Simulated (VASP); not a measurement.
# Ti (Im-3m) in VASP: further runs, part 2 of 2

VASP 6.6.1. The steps go on from the part before.

### 4 Single point, PBE (17.06 Å³/atom)

This run uses another cell than the first one, of 17.06 Å³/atom.

INCAR

```
  PREC = Accurate
  ENCUT = 520
  EDIFF = 1E-7
  ISMEAR = -1
  SIGMA = 0.15
  LREAL = F
  LASPH = T
  NELM = 60
  ALGO = Fast
  ISIF = 2
  LWAVE = F
  LCHARG = F
  GGA = PE
  NBANDS = 12
```

KPOINTS

```
regular mesh
0
Gamma
  20 20 20
```

POSCAR

```
Ti
1.0
   -1.6217719597      1.6217719597      1.6217719597
    1.6217719597     -1.6217719597      1.6217719597
    1.6217719597      1.6217719597     -1.6217719597
Ti
1
Direct
    0.0000000000      0.0000000000      0.0000000000
```

Potentials or basis: VASP PAW PBE potentials, release 64 (Ti_sv).

Started as:

```
$ cat potpaw_PBE.64/Ti_sv/POTCAR > POTCAR
$ mpirun -np 1 vasp_std > vasp.out
```

OUTCAR:

```text
PREC = Accurate
   ENCUT = 520
   EDIFF = 1E-7
   ISMEAR = -1
   LREAL = F
   LASPH = T
   NELM = 60
   ISIF = 2
   GGA = PE

 ion  position               nearest neighbor table
   1  0.000  0.000  0.000-

  LATTYP: Found a body centered cubic cell.
 ALAT       =     3.2435439194

  Lattice vectors:

 A1 = (  -1.6217719597,   1.6217719597,   1.6217719597)
 A2 = (   1.6217719597,  -1.6217719597,   1.6217719597)
 A3 = (   1.6217719597,   1.6217719597,  -1.6217719597)

Analysis of symmetry for initial positions (statically):
=====================================================================
 Subroutine PRICEL returns:
 Original cell was already a primitive cell.

 Routine SETGRP: Setting up the symmetry group for a
 body centered cubic supercell.

 Subroutine GETGRP returns: Found 48 space group operations
 (whereof 48 operations were pure point group operations)
 out of a pool of 48 trial point group operations.

The static configuration has the point symmetry O_h .

Analysis of symmetry for dynamics (positions and initial velocities):
=====================================================================
 Subroutine PRICEL returns:
 Original cell was already a primitive cell.

 Routine SETGRP: Setting up the symmetry group for a
 body centered cubic supercell.

 Subroutine GETGRP returns: Found 48 space group operations
 (whereof 48 operations were pure point group operations)
 out of a pool of 48 trial point group operations.

The dynamic configuration has the point symmetry O_h .

 Subroutine INISYM returns: Found 48 space group operations
 (whereof 48 operations are pure point group operations),
 and found     1 'primitive' translations

----------------------------------------------------------------------------------------

                                     Primitive cell

  volume of cell :      17.0620

  direct lattice vectors                    reciprocal lattice vectors
    -1.621771960  1.621771960  1.621771960     0.000000000  0.308304751  0.308304751
     1.621771960 -1.621771960  1.621771960     0.308304751  0.000000000  0.308304751
     1.621771960  1.621771960 -1.621771960     0.308304751  0.308304751  0.000000000

  length of vectors
     2.808991432  2.808991432  2.808991432     0.436008760  0.436008760  0.436008760

  position of ions in fractional coordinates (direct lattice)
     0.000000000  0.000000000  0.000000000

  ion indices of the primitive-cell ions
   primitive index   ion index
                 1           1

----------------------------------------------------------------------------------------

 KPOINTS: regular mesh

Automatic generation of k-mesh.
 Grid dimensions read from file:
 generate k-points for:   20   20   20

 Generating k-lattice:

  Cartesian coordinates                     Fractional coordinates (reciprocal lattice)
     0.000000000  0.015415238  0.015415238     0.050000000  0.000000000  0.000000000
     0.015415238  0.000000000  0.015415238     0.000000000  0.050000000  0.000000000
     0.015415238  0.015415238  0.000000000     0.000000000  0.000000000  0.050000000

  Length of vectors
     0.021800438  0.021800438  0.021800438

  Shift w.r.t. Gamma in fractional coordinates (k-lattice)
     0.000000000  0.000000000  0.000000000

 Subroutine IBZKPT returns following result:
 ===========================================

 Found    256 irreducible k-points:

 Following reciprocal coordinates:
            Coordinates               Weight
  0.000000  0.000000  0.000000      1.000000
  0.050000  0.000000  0.000000     12.000000
  0.100000  0.000000  0.000000     12.000000
  0.150000  0.000000  0.000000     12.000000
  0.200000  0.000000  0.000000     12.000000
  0.250000  0.000000  0.000000     12.000000
[... 16 lines left out ...]
  0.200000  0.100000 -0.000000     48.000000
  0.250000  0.100000  0.000000     48.000000
 [... further k-points ...]
   k-points           NKPTS =    256   k-points in BZ     NKDIM =    256   number of bands    NBANDS=     12
   number of dos      NEDOS =    301   number of ions     NIONS =      1
   total plane-waves  NPLWV =  13824
   dimension x,y,z NGX =    24 NGY =   24 NGZ =   24
   dimension x,y,z NGXF=    48 NGYF=   48 NGZF=   48
   ions per type =               1
   NGX,Y,Z   is equivalent  to a cutoff of  14.20, 14.20, 14.20 a.u.
   NGXF,Y,Z  is equivalent  to a cutoff of  28.41, 28.41, 28.41 a.u.
 SYSTEM =  unknown system
   PREC   = accura    normal or accurate (medium, high low for compatibility)
   ISTART =      0    job   : 0-new  1-cont  2-samecut
   ICHARG =      2    charge: 1-file 2-atom 10-const
   ISPIN  =      1    spin polarized calculation?
   LNONCOLLINEAR =      F non collinear calculations
   LSORBIT =      F    spin-orbit coupling
   LASPH  =      T    aspherical Exc in radial PAW
   ENCUT  =  520.0 eV  38.22 Ry    6.18 a.u.   5.22  5.22  5.22*2*pi/ulx,y,z
   NELM   =     60;   NELMIN=  2; NELMDL= -5     # of ELM steps
   EDIFF  = 0.1E-06   stopping-criterion for ELM
   LREAL  =      F    real-space projection
   EDIFFG = 0.1E-05   stopping-criterion for IOM
   NSW    =      0    number of steps for IOM
   IBRION =     -1    ionic relax: 0-MD 1-quasi-New 2-CG
   NFREE  =      0    steps in history (QN), initial steepest desc. (CG)
   ISIF   =      2    stress and relaxation
   ISYM   =      2    0-nonsym 1-usesym 2-fastsym
   POTIM  = 0.5000    time-step for ionic-motion
   TEBEG  =    0.0;   TEEND  =   0.0 temperature during run
   PSTRESS=    0.0 pullay stress
   NELECT =      12.0000    total number of electrons
   NUPDOWN=      -1.0000    fix difference up-down
   EMIN   =  10.00;   EMAX   =-10.00  energy-range for DOS
   EFERMI =   0.00;   METHOD = LEGACY
   ISMEAR =    -1;   SIGMA  =   0.15  broadening in eV -4-tet -1-fermi 0-gaus
   EFERMI_NEDOS =   21; number of points for ismear=-14 and -15
   IALGO  =     68    algorithm
   IMIX   =      4    mixing-type and parameters
     AMIX     =   0.40;   BMIX     =  1.00
     AMIX_MAG =   1.60;   BMIX_MAG =  1.00
  volume/ion in A,a.u.               =      17.06       115.14
  Fermi-wavevector in a.u.,A,eV,Ry     =   1.455880  2.751214 28.838710  2.119585
  Thomas-Fermi vector in A             =   2.572863
   LORBIT       =      0    0 simple, 1 ext, 2 COOP (PROOUT), +10 PAW based schemes
   GGA     = PE    functional components
   LHFCALC =     F    Hartree Fock is set to
   AEXX    =    0.0000 exact exchange contribution
   IVDW    =     0    specifies the selected vdW correction
   LEPSILON=     F    determine dielectric tensor
   LRPA    =     F    only Hartree local field effects (RPA)
 non-spin polarized calculation
 RMM-DIIS sequential band-by-band and
  energy-cutoff  :      520.00
  volume of cell :       17.06
 maximum number of plane-waves:       474
 NGX is ok and might be reduce to    24
   NGX = 11   NGY = 11   NGZ = 11

 number of electron      11.9999996 magnetization

 Free energy of the ion-electron system (eV)
  ---------------------------------------------------
  ext. energy  EPLUGINS =         0.00000000
  ---------------------------------------------------
  free energy    TOTEN  =        -7.80834892 eV

  energy without entropy =       -7.64366384  energy(sigma->0) =       -7.72600638

 E-fermi :   8.2782     XC(G=0): -11.5773

 val. band max:        8.2759689669   @ k =   0.2500   0.1000   0.0500
 cond. band min:       8.2785159026   @ k =  -0.2500   0.3500   0.0500
 fundamental gap:      0.0025469358
 Fermi energy:         8.2781926347

 k-point     1 :       0.0000    0.0000    0.0000
  band No.  band energies     occupation
      1     -48.2171      2.00000
      2     -24.0527      2.00000
      3     -24.0527      2.00000
      4     -24.0527      2.00000
      5       2.2801      2.00000
      6       9.2810      0.00249
      7       9.2810      0.00249
      8       9.2810      0.00249
      9      11.0778      0.00000
     10      11.0778      0.00000
     11      25.8107      0.00000
     12      25.8107      0.00000
[... 331 lines left out ...]
 k-point    24 :       0.2500    0.1000    0.0000
  band No.  band energies     occupation
      1     -48.1194      2.00000
      2     -24.5327      2.00000
      3     -24.2073      2.00000
      4     -24.0798      2.00000
      5       5.0160      2.00000
      6       8.2730      1.01727
      7       8.4503      0.48186
      8      10.7348      0.00000
      9      11.3468      0.00000
     10      11.5203      0.00000
     11      20.9547      0.00000
     12      22.9576      0.00000

 [... further k-points ...]

------------------------ aborting loop because EDIFF is reached ----------------------------------------

  FORCE on cell =-STRESS in cart. coord.  units (eV):
  Direction    XX          YY          ZZ          XY          YZ          ZX
  --------------------------------------------------------------------------------------
  -------------------------------------------------------------------------------------
  Total        0.1983789      0.1983789      0.1983789      0.0000000      0.0000000      0.0000000
  in kB       18.6284461     18.6284461     18.6284461      0.0000000      0.0000000      0.0000000
  external PRESSURE =      18.6284461 kB  Pullay stress =       0.0000000 kB

 VOLUME and BASIS-vectors are now :
 -----------------------------------------------------------------------------
  energy-cutoff  :      520.00
  volume of cell :       17.06
      direct lattice vectors                 reciprocal lattice vectors
    -1.621771960  1.621771960  1.621771960     0.000000000  0.308304751  0.308304751
     1.621771960 -1.621771960  1.621771960     0.308304751  0.000000000  0.308304751
     1.621771960  1.621771960 -1.621771960     0.308304751  0.308304751  0.000000000

 POSITION                                       TOTAL-FORCE (eV/Angst)
 -----------------------------------------------------------------------------------
      0.00000      0.00000      0.00000         0.000000     -0.000000     -0.000000
 -----------------------------------------------------------------------------------
    total drift:                                0.000000      0.000000      0.000000

  FREE ENERGIE OF THE ION-ELECTRON SYSTEM (eV)
  ---------------------------------------------------
  free  energy   TOTEN  =        -7.8083489229 eV

  energy  without entropy=       -7.6436638416  energy(sigma->0) =       -7.72600638
```

OSZICAR:

```text
N       E                     dE             d eps       ncg     rms          rms(c)
DAV:   1     0.875125974270E+02    0.87513E+02   -0.65899E+03  6192   0.120E+03
DAV:   2    -0.449856785109E+01   -0.92011E+02   -0.89698E+02  6300   0.296E+02
DAV:   3    -0.871733015716E+01   -0.42188E+01   -0.41705E+01  8528   0.648E+01
[... 19 lines left out ...]
RMM:  23    -0.780834842835E+01   -0.29163E-06   -0.29208E-06  4970   0.462E-03    0.407E-04
RMM:  24    -0.780834860818E+01   -0.17983E-06   -0.17660E-06  4258   0.344E-03    0.521E-04
RMM:  25    -0.780834873940E+01   -0.13123E-06   -0.13897E-06  4086   0.276E-03    0.538E-04
RMM:  26    -0.780834885885E+01   -0.11944E-06   -0.10700E-06  3634   0.220E-03    0.950E-04
RMM:  27    -0.780834892294E+01   -0.64089E-07   -0.66095E-07  3781   0.199E-03
   1 F= -.78083489E+01 E0= -.77260064E+01  d E =-.164685E+00
```

Run time: 2.9 min. Hardware: 1 thread of Intel Xeon Platinum 8375C at 2.90GHz (Ice Lake), shared host; peak memory 0.17 GiB.

What came out:

```yaml
Free_energy: -7.8083 eV
Pressure: 1.9 GPa
Band_gap_on_the_k_mesh: zero (bands 6 and 7 overlap by 1.68 eV)
```

Levels at points of the mesh, in eV from the Fermi level:
| k point | band 4 | band 5 | band 6 | band 7 | band 8 | band 9 |
| --- | --- | --- | --- | --- | --- | --- |
| (0.00, 0.00, 0.00) | -32.33 | -6.00 | 1.00 | 1.00 | 1.00 | 2.80 |
| (0.50, 0.00, 0.00) | -32.34 | -2.50 | -0.41 | 1.19 | 2.79 | 3.15 |
| (0.50, 0.50, 0.50) | -32.82 | -2.17 | -2.17 | 4.00 | 4.00 | 4.00 |

### 5 Overview

```tsv
cell	k mesh	cutoff (eV)	smearing	gap on the mesh (eV)	pressure (GPa)
a = 2.617 Å, angles 109.5°, 1 atom, atomic positions A	25 × 25 × 25, shifted	500	fermi-dirac 0.15 eV	none	34.3
a = 5.639 Å, angles 109.5°, 8 atoms, atomic positions B	14 × 14 × 14	520	gaussian 0.15 eV	none	-0.2
a = 2.809 Å, angles 109.5°, 1 atom, atomic positions A	20 × 20 × 20	520	fermi-dirac 0.15 eV	none	1.9
```

Alike in all rows: task single point; level PBE; potentials or basis VASP PAW PBE potentials, release 64 (Ti_sv); no spin polarisation.

Caveats: the cell stands under pressure (at least some runs).

Absolute energies hang on the potentials; compare differences alone.
